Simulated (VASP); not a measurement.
Be2Ag, 6 atoms in the cell. The structure is trigonal, space group R-3m (No. 166). The conventional cell has a = 4.527 Å, b = 4.527 Å, c = 11.196 Å, α = 90.00°, β = 90.00°, γ = 120.00°. Within 3.5 Å of Ag (site symmetry 3m) lie 12 Be at 2.66 to 2.68 Å and 4 Ag at 2.78 to 2.79 Å. Be (site symmetry -3m) has 6 Be at 2.28 Å and 6 Ag at 2.66 Å within 3.0 Å. Be (site symmetry 2/m) has 6 Be at 2.26 to 2.28 Å and 6 Ag at 2.66 to 2.68 Å within 3.0 Å. 

- Program: VASP 6.6.1
- Task: single point
- Functional: r2SCAN
- Potentials or basis: VASP PAW PBE potentials, release 64 (Ag, Be)
- Cutoff: 520 eV
- k mesh: 5 × 5 × 5, shifted
- Occupations: fermi-dirac, width 0.1 eV
- Spin: no spin polarisation
- Hubbard terms: Ag d U = 8.0 eV
- Dipole correction: no
- Further INCAR settings: ALGO = Normal; EDIFF = 1e-07; NBANDS = 24; ISYM = 0

Potentials or basis: VASP PAW PBE potentials, release 64 (Ag, Be).

Run with:

```sh
$ cat potpaw_PBE.64/Ag/POTCAR potpaw_PBE.64/Be/POTCAR > POTCAR
$ cp INCAR.step1 INCAR
$ mpirun -np 1 vasp_std > vasp.out
$ cp INCAR.step2 INCAR
$ mpirun -np 1 vasp_std > vasp.out
```

Hardware: 1 thread of Intel(R) Xeon(R) Platinum 8488C (Sapphire Rapids), with other jobs on the host.

Task: How long does it take, and how much memory?

Result: Run time: 3.2 min on 1 thread of Intel(R) Xeon(R) Platinum 8488C (Sapphire Rapids), with other jobs on the host, peak memory 0.27 GiB. Counts: k points 63.
